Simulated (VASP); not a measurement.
Set up this calculation in VASP 6.6.1, as the native input.

* Task: single point
* Functional: LDA
* Potentials or basis: VASP PAW LDA potentials, release 64 (Hg)
* Cutoff: 520 eV
* k mesh: 12 × 12 × 12
* Occupations: fermi-dirac, width 0.03 eV
* Spin: no spin polarisation
* Dipole correction: no
* Further INCAR settings: ALGO = Normal; EDIFF = 1e-07; NBANDS = 12

The structure of Hg lies in POSCAR:

```
Hg
1.0
    1.7300004553      0.9988162286      2.2563400000
   -1.7300004553      0.9988162286      2.2563400000
    0.0000000000     -1.9976324571      2.2563400000
Hg
1
Direct
    0.0000000000      0.0000000000      0.0000000000
```

This cell differs from its parent crystal: zz strain of +1 %.

The input as run:

INCAR

```
SYSTEM = Hg
ALGO     = Normal         ! electronic algorithm
EDIFF    = 1E-7           ! SCF threshold, eV
ENCUT    = 520            ! plane-wave cutoff, eV
GGA      = CA             ! functional
ISIF     = 2              ! what is computed and relaxed
ISMEAR   = -1             ! smearing method
LASPH    = .True.         ! aspherical terms in the spheres
LCHARG   = .False.        ! write CHGCAR
LREAL    = .False.        ! projectors in reciprocal space
LWAVE    = .False.        ! write WAVECAR
NBANDS   = 12             ! bands
NELM     = 60             ! most SCF steps
PREC     = Accurate       ! precision mode
SIGMA    = 0.03           ! smearing width, eV
```

KPOINTS

```
k-points
0
Gamma
  12 12 12
  0 0 0
```

Potentials or basis: VASP PAW LDA potentials, release 64 (Hg).

Run with:

```console
$ cat potpaw_LDA.64/Hg/POTCAR > POTCAR
$ mpirun -np 1 vasp_std > vasp.out
```

Results of the run:

```json
{"Pressure": "-1.7 GPa", "Band gap on the k mesh": "zero (bands 6 and 7 overlap by 3.14 eV)"}
```

Caveat: the cell differs from its parent crystal (zz strain of +1 %); spin-orbit coupling is left out, which moves the levels of the heavy elements.

Wall time 28 s on 1 thread of Intel Xeon 8259CL (shared host), peak memory 0.17 GiB.
